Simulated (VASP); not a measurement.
# SrSiH6 (P4/mmm) in VASP: further runs

Aim: see how the results for SrSiH6 move with the level of theory and the settings. Levels: PBEsol, r2SCAN+rVV10. Tasks: single point, relaxation of cell and atoms.

All numbers are computed with VASP 6.6.1; they aren't measurements. Logs are shortened: lines on timing, memory, paths and dates and some standing lists are left out, and cuts for length are marked.

### Step 1. The cell of the first run

It takes space group P4/mmm (No. 123, tetragonal). Conventional cell: a = 3.302 Å, b = 3.302 Å, c = 6.065 Å, α = 90.00°, β = 90.00°, γ = 90.00°. Within 3.1 Å of Sr (site symmetry 4/mmm) lie 12 H at 2.34 to 2.63 Å and 2 Si at 3.03 Å. Within 2.6 Å of Si (site symmetry 4/mmm) lie 12 H at 1.93 to 2.34 Å. Within 3.1 Å of H (site symmetry 4/mmm) lie 4 Sr at 2.34 Å and 10 H at 2.63 to 3.03 Å. Within 2.6 Å of H (site symmetry 4/mmm) lie 8 H at 1.93 Å and 4 Si at 2.34 Å. Within 2.7 Å of H (site symmetry 2mm) lie 2 Si at 1.93 Å and 9 H at 1.93 to 2.63 Å and 2 Sr at 2.63 Å.

### Step 2. Single point, PBEsol

File INCAR:

```
SYSTEM = SrSiH6
PREC = Accurate
ENCUT = 520
EDIFF = 1E-7
ISMEAR = -1
SIGMA = 0.03
LREAL = .False.
LASPH = .True.
NELM = 100
ALGO = Normal
ISIF = 2
LWAVE = .False.
LCHARG = .False.
GGA = PS
NBANDS = 20
```

File KPOINTS:

```
Automatic mesh
0
Gamma
  6 6 4
  0 0 0
```

File POSCAR:

```
SrSiH6
1.0
    3.3022768468      0.0000000000      0.0000000000
    0.0000000000      3.3022768468      0.0000000000
    0.0000000000      0.0000000000      6.0648899807
Sr Si H
1 1 6
Direct
    0.0000000000      0.0000000000      0.0000000000
    0.0000000000      0.0000000000      0.5000000000
    0.5000000000      0.5000000000      0.0000000000
    0.5000000000      0.5000000000      0.5000000000
    0.5000000000      0.0000000000      0.3366804553
    0.5000000000      0.0000000000      0.6633195447
    0.0000000000      0.5000000000      0.3366804553
    0.0000000000      0.5000000000      0.6633195447
```

Potentials or basis: VASP PAW PBE potentials, release 64 (Sr_sv, Si, H).

The run is started by

```console
$ cat potpaw_PBE.64/Sr_sv/POTCAR potpaw_PBE.64/Si/POTCAR potpaw_PBE.64/H/POTCAR > POTCAR
$ mpirun -np 1 vasp_std > vasp.out
```

OUTCAR:

```text
SYSTEM = SrSiH6
   PREC = Accurate
   ENCUT = 520
   EDIFF = 1E-7
   ISMEAR = -1
   LREAL = .False.
   LASPH = .True.
   NELM = 100
   ISIF = 2
   GGA = PS

 ion  position               nearest neighbor table
   1  0.000  0.000  0.000-   3 2.34   3 2.34   3 2.34   3 2.34   8 2.63   5 2.63   7 2.63   8 2.63
                             6 2.63   5 2.63   6 2.63   7 2.63   2 3.03   2 3.03
   2  0.000  0.000  0.500-   5 1.93   6 1.93   7 1.93   8 1.93   7 1.93   8 1.93   5 1.93   6 1.93
                             1 3.03   1 3.03
   3  0.500  0.500  0.000-   1 2.34   1 2.34   1 2.34   1 2.34
   4  0.500  0.500  0.500-
   5  0.500  0.000  0.337-   2 1.93   2 1.93   1 2.63   1 2.63
   6  0.500  0.000  0.663-   2 1.93   2 1.93   1 2.63   1 2.63
   7  0.000  0.500  0.337-   2 1.93   2 1.93   1 2.63   1 2.63
   8  0.000  0.500  0.663-   2 1.93   2 1.93   1 2.63   1 2.63

  LATTYP: Found a simple tetragonal cell.
 ALAT       =     3.3022768468
 C/A-ratio  =     1.8365782949

  Lattice vectors:

 A1 = (   3.3022768468,   0.0000000000,   0.0000000000)
 A2 = (   0.0000000000,   3.3022768468,   0.0000000000)
 A3 = (   0.0000000000,   0.0000000000,   6.0648899807)

Analysis of symmetry for initial positions (statically):
=====================================================================
 Subroutine PRICEL returns:
 Original cell was already a primitive cell.

 Routine SETGRP: Setting up the symmetry group for a
 simple tetragonal supercell.

 Subroutine GETGRP returns: Found 16 space group operations
 (whereof 16 operations were pure point group operations)
 out of a pool of 16 trial point group operations.

The static configuration has the point symmetry D_4h.

Analysis of symmetry for dynamics (positions and initial velocities):
=====================================================================
 Subroutine PRICEL returns:
 Original cell was already a primitive cell.

 Routine SETGRP: Setting up the symmetry group for a
 simple tetragonal supercell.

 Subroutine GETGRP returns: Found 16 space group operations
 (whereof 16 operations were pure point group operations)
 out of a pool of 16 trial point group operations.

The dynamic configuration has the point symmetry D_4h.

 Subroutine INISYM returns: Found 16 space group operations
 (whereof 16 operations are pure point group operations),
 and found     1 'primitive' translations

----------------------------------------------------------------------------------------

                                     Primitive cell

  volume of cell :      66.1378

  direct lattice vectors                    reciprocal lattice vectors
     3.302276847  0.000000000  0.000000000     0.302821370  0.000000000  0.000000000
     0.000000000  3.302276847  0.000000000     0.000000000  0.302821370  0.000000000
     0.000000000  0.000000000  6.064889981     0.000000000  0.000000000  0.164883453

  length of vectors
     3.302276847  3.302276847  6.064889981     0.302821370  0.302821370  0.164883453

  position of ions in fractional coordinates (direct lattice)
     0.000000000  0.000000000  0.000000000
     0.000000000  0.000000000  0.500000000
     0.500000000  0.500000000  0.000000000
     0.500000000  0.500000000  0.500000000
     0.500000000  0.000000000  0.336680455
     0.500000000  0.000000000  0.663319545
     0.000000000  0.500000000  0.336680455
     0.000000000  0.500000000  0.663319545

  ion indices of the primitive-cell ions
   primitive index   ion index
                 1           1
                 2           2
                 3           3
                 4           4
                 5           5
                 6           6
                 7           7
                 8           8

----------------------------------------------------------------------------------------

 KPOINTS: Automatic mesh

Automatic generation of k-mesh.
 Grid dimensions read from file:
 generate k-points for:    6    6    4

 Generating k-lattice:

  Cartesian coordinates                     Fractional coordinates (reciprocal lattice)
     0.050470228  0.000000000  0.000000000     0.166666667  0.000000000  0.000000000
     0.000000000  0.050470228  0.000000000     0.000000000  0.166666667  0.000000000
     0.000000000  0.000000000  0.041220863     0.000000000  0.000000000  0.250000000

  Length of vectors
     0.050470228  0.050470228  0.041220863

  Shift w.r.t. Gamma in fractional coordinates (k-lattice)
     0.000000000  0.000000000  0.000000000

 Subroutine IBZKPT returns following result:
 ===========================================

 Found     30 irreducible k-points:

 Following reciprocal coordinates:
            Coordinates               Weight
  0.000000  0.000000  0.000000      1.000000
  0.166667  0.000000  0.000000      4.000000
  0.333333  0.000000  0.000000      4.000000
  0.500000  0.000000  0.000000      2.000000
  0.166667  0.166667  0.000000      4.000000
  0.333333  0.166667  0.000000      8.000000
[... 16 lines left out ...]
  0.333333  0.000000  0.500000      4.000000
  0.500000  0.000000  0.500000      2.000000
 [... further k-points ...]
   k-points           NKPTS =     30   k-points in BZ     NKDIM =     30   number of bands    NBANDS=     20
   number of dos      NEDOS =    301   number of ions     NIONS =      8
   total plane-waves  NPLWV =  37632
   dimension x,y,z NGX =    28 NGY =   28 NGZ =   48
   dimension x,y,z NGXF=    56 NGYF=   56 NGZF=   96
   ions per type =               1   1   6
   NGX,Y,Z   is equivalent  to a cutoff of  14.10, 14.10, 13.16 a.u.
   NGXF,Y,Z  is equivalent  to a cutoff of  28.19, 28.19, 26.31 a.u.
 SYSTEM =  SrSiH6
   PREC   = accura    normal or accurate (medium, high low for compatibility)
   ISTART =      0    job   : 0-new  1-cont  2-samecut
   ICHARG =      2    charge: 1-file 2-atom 10-const
   ISPIN  =      1    spin polarized calculation?
   LNONCOLLINEAR =      F non collinear calculations
   LSORBIT =      F    spin-orbit coupling
   LASPH  =      T    aspherical Exc in radial PAW
   ENCUT  =  520.0 eV  38.22 Ry    6.18 a.u.   6.14  6.14 11.28*2*pi/ulx,y,z
   NELM   =    100;   NELMIN=  2; NELMDL= -5     # of ELM steps
   EDIFF  = 0.1E-06   stopping-criterion for ELM
   LREAL  =      F    real-space projection
   EDIFFG = 0.1E-05   stopping-criterion for IOM
   NSW    =      0    number of steps for IOM
   IBRION =     -1    ionic relax: 0-MD 1-quasi-New 2-CG
   NFREE  =      0    steps in history (QN), initial steepest desc. (CG)
   ISIF   =      2    stress and relaxation
   ISYM   =      2    0-nonsym 1-usesym 2-fastsym
   POTIM  = 0.5000    time-step for ionic-motion
   TEBEG  =    0.0;   TEEND  =   0.0 temperature during run
   PSTRESS=    0.0 pullay stress
   NELECT =      20.0000    total number of electrons
   NUPDOWN=      -1.0000    fix difference up-down
   EMIN   =  10.00;   EMAX   =-10.00  energy-range for DOS
   EFERMI =   0.00;   METHOD = LEGACY
   ISMEAR =    -1;   SIGMA  =   0.03  broadening in eV -4-tet -1-fermi 0-gaus
   EFERMI_NEDOS =   21; number of points for ismear=-14 and -15
   IALGO  =     38    algorithm
   IMIX   =      4    mixing-type and parameters
     AMIX     =   0.40;   BMIX     =  1.00
     AMIX_MAG =   1.60;   BMIX_MAG =  1.00
  volume/ion in A,a.u.               =       8.27        55.79
  Fermi-wavevector in a.u.,A,eV,Ry     =   1.098841  2.076508 16.428377  1.207452
  Thomas-Fermi vector in A             =   2.235225
   LORBIT       =      0    0 simple, 1 ext, 2 COOP (PROOUT), +10 PAW based schemes
   GGA     = PS    functional components
   LHFCALC =     F    Hartree Fock is set to
   AEXX    =    0.0000 exact exchange contribution
   IVDW    =     0    specifies the selected vdW correction
   LEPSILON=     F    determine dielectric tensor
   LRPA    =     F    only Hartree local field effects (RPA)
 non-spin polarized calculation
  energy-cutoff  :      520.00
  volume of cell :       66.14
 maximum number of plane-waves:      1816
 NGX is ok and might be reduce to    28
   NGX = 13   NGY = 13   NGZ = 23

 number of electron      19.9999998 magnetization

 Free energy of the ion-electron system (eV)
  ---------------------------------------------------
  ext. energy  EPLUGINS =         0.00000000
  ---------------------------------------------------
  free energy    TOTEN  =       -24.74231353 eV

  energy without entropy =      -24.73741312  energy(sigma->0) =      -24.73986333

 E-fermi :   3.6058     XC(G=0): -10.1159

 val. band max:        3.4863922759   @ k =   0.1667   0.0000   0.2500
 cond. band min:       3.6220361190   @ k =   0.5000   0.1667   0.2500
 fundamental gap:      0.1356438431
 Fermi energy:         3.6057615251

 k-point     1 :       0.0000    0.0000    0.0000
  band No.  band energies     occupation
      1     -31.0804      2.00000
      2     -13.4091      2.00000
      3     -12.6525      2.00000
      4     -12.6525      2.00000
      5      -8.7369      2.00000
      6      -2.4684      2.00000
[... 12 lines left out ...]
     19      12.0577      0.00000
     20      14.9463      0.00000

 k-point     2 :       0.1667    0.0000    0.0000
  band No.  band energies     occupation
      1     -31.0505      2.00000
      2     -13.3606      2.00000
      3     -12.9956      2.00000
      4     -12.6237      2.00000
      5      -8.3669      2.00000
      6      -2.2154      2.00000
[... 12 lines left out ...]
     19      11.8691      0.00000
     20      13.3339      0.00000
[... 465 lines left out ...]
      3     -13.3024      2.00000
      4     -12.5652      2.00000
      5      -7.0252      2.00000
      6      -2.9925      2.00000
[... 12 lines left out ...]
     19      12.0138      0.00000
     20      12.6551      0.00000

 k-point    24 :       0.5000    0.0000    0.5000
  band No.  band energies     occupation
      1     -30.9589      2.00000
      2     -13.8868      2.00000
      3     -13.2411      2.00000
      4     -12.5357      2.00000
      5      -5.6408      2.00000
      6      -5.0338      2.00000
[... 12 lines left out ...]
     19      11.4991      0.00000
     20      13.2592      0.00000

 [... further k-points ...]

------------------------ aborting loop because EDIFF is reached ----------------------------------------

  FORCE on cell =-STRESS in cart. coord.  units (eV):
  Direction    XX          YY          ZZ          XY          YZ          ZX
  --------------------------------------------------------------------------------------
  -------------------------------------------------------------------------------------
  Total        0.0613771      0.0613771      0.0543154      0.0000000      0.0000000      0.0000000
  in kB        1.4868508      1.4868508      1.3157816      0.0000000      0.0000000      0.0000000
  external PRESSURE =       1.4298278 kB  Pullay stress =       0.0000000 kB

 VOLUME and BASIS-vectors are now :
 -----------------------------------------------------------------------------
  energy-cutoff  :      520.00
  volume of cell :       66.14
      direct lattice vectors                 reciprocal lattice vectors
     3.302276847  0.000000000  0.000000000     0.302821370  0.000000000  0.000000000
     0.000000000  3.302276847  0.000000000     0.000000000  0.302821370  0.000000000
     0.000000000  0.000000000  6.064889981     0.000000000  0.000000000  0.164883453

 POSITION                                       TOTAL-FORCE (eV/Angst)
 -----------------------------------------------------------------------------------
      0.00000      0.00000      0.00000        -0.000000     -0.000000      0.000000
      0.00000      0.00000      3.03244        -0.000000     -0.000000      0.000000
      1.65114      1.65114      0.00000        -0.000000     -0.000000      0.000000
      1.65114      1.65114      3.03244        -0.000000     -0.000000      0.000000
      1.65114      0.00000      2.04193         0.000000     -0.000000      0.002030
      1.65114      0.00000      4.02296         0.000000      0.000000     -0.002030
      0.00000      1.65114      2.04193        -0.000000      0.000000      0.002030
      0.00000      1.65114      4.02296        -0.000000      0.000000     -0.002030
 -----------------------------------------------------------------------------------
    total drift:                                0.000000     -0.000000     -0.000000

  FREE ENERGIE OF THE ION-ELECTRON SYSTEM (eV)
  ---------------------------------------------------
  free  energy   TOTEN  =       -24.7423135332 eV

  energy  without entropy=      -24.7374131211  energy(sigma->0) =      -24.73986333
```

Wall time 74 s (1 thread of AMD EPYC 7R32 (Zen 2), shared host); peak memory 0.18 GiB.

What came out:

```yaml
Free_energy: -24.7423 eV
Pressure: 0.1 GPa
Band_gap_on_the_k_mesh: zero (bands 10 and 11 overlap by 4.21 eV)
```

Forces on the atoms (eV/Å):
```
Sr   0.000  0.000  0.000
Si   0.000  0.000  0.000
H    0.000  0.000  0.000
H    0.000  0.000  0.000
H    0.000  0.000  0.002
H    0.000  0.000 -0.002
H    0.000  0.000  0.002
H    0.000  0.000 -0.002
```

Levels at points of the mesh, in eV from the Fermi level:
| k point | band 8 | band 9 | band 10 | band 11 | band 12 | band 13 |
| --- | --- | --- | --- | --- | --- | --- |
| (0.00, 0.00, 0.00) | -2.34 | 0.23 | 1.45 | 1.74 | 1.74 | 2.41 |
| (0.50, 0.00, 0.00) | -3.73 | -1.56 | 0.72 | 1.68 | 3.15 | 3.49 |
| (0.50, 0.50, 0.00) | -4.47 | -3.04 | -2.76 | -2.76 | 0.50 | 5.02 |
| (0.00, 0.00, 0.50) | -2.12 | 0.18 | 0.87 | 1.50 | 1.50 | 2.53 |
| (0.50, 0.00, 0.50) | -3.37 | -0.66 | 0.66 | 1.59 | 2.56 | 2.88 |
| (0.50, 0.50, 0.50) | -4.06 | -3.64 | -2.02 | -2.02 | -0.92 | 3.30 |

Caveat: the PAW data sets were made with another functional, which shifts forces and pressure a little.

(Part 1 of 2 ends here.)

The gap in the log of VASP goes by the Fermi energy; the results here count the filled bands.